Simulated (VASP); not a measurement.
## RbEuF3: single point with r2SCAN

RbEuF3:

```
Eu F Rb
1.0
     4.99849    0.00000    0.00000
     0.00000    4.99849    0.00000
     0.00000    0.00000    4.99849
Eu F Rb
1 3 1
Direct
  0.00000 0.00000 0.00000
  0.50000 0.00000 0.00000
  0.00000 0.50000 0.00000
  0.00000 0.00000 0.50000
  0.50000 0.50000 0.50000
```

| Item | Value |
| --- | --- |
| Program | VASP 6.6.1 |
| Task | single point |
| Functional | r2SCAN |
| Potentials or basis | VASP PAW PBE potentials, release 64 (Eu, F, Rb_sv) |
| Cutoff | 520 eV |
| k mesh | 5 × 5 × 5 |
| Occupations | fermi-dirac, width 0.0537 eV |
| Spin | collinear spin, ferromagnetic start |
| Starting moments | [7.0, 0.0, 0.0, 0.0, 0.0] μB |
| Dipole correction | no |
| Further INCAR settings | ALGO = Normal; EDIFF = 1e-06; NBANDS = 36 |

The pressure is -5.2 GPa and the band gap on the k mesh is zero (filled and empty bands overlap). The net moment is 6.96 μB per cell and the site moments are Eu +6.56; F -0.01; Rb +0.00 μB. The valence electrons inside the program's atomic spheres are Eu 14.82; F 6.09; Rb 7.35.

Levels at points of the mesh, in eV from the Fermi level:
Spin up:
```csv
k point,band 23,band 24,band 25,band 26,band 27,band 28,band 29,band 30,band 31,band 32
"(0.00, 0.00, 0.00)",-0.27,-0.27,-0.27,-0.15,-0.15,-0.15,2.15,2.15,2.15,2.35
```
Spin down:
| k point | band 17 | band 18 | band 19 | band 20 | band 21 | band 22 | band 23 | band 24 |
| --- | --- | --- | --- | --- | --- | --- | --- | --- |
| (0.00, 0.00, 0.00) | -6.64 | -6.54 | -6.54 | -6.54 | -0.35 | 2.51 | 2.51 | 2.94 |

Wall time 7 min on 1 thread of Intel(R) Xeon(R) Platinum 8259CL CPU @ 2.50GHz (Skylake/Cascade Lake), with other jobs on the host, peak memory 0.35 GiB.

Caveat: the cell stands under tension; the PAW data sets were made with another functional, which shifts forces and pressure a little; spin-orbit coupling is left out, which moves the levels of the heavy elements; a cell with one magnetic atom can't hold antiferromagnetic order, which such compounds often take; semilocal functionals describe open f shells poorly, which spoils levels, moments and volumes. With open d or f shells a metallic result of r2SCAN can be an artefact of self-interaction; +U or a hybrid may open a gap.
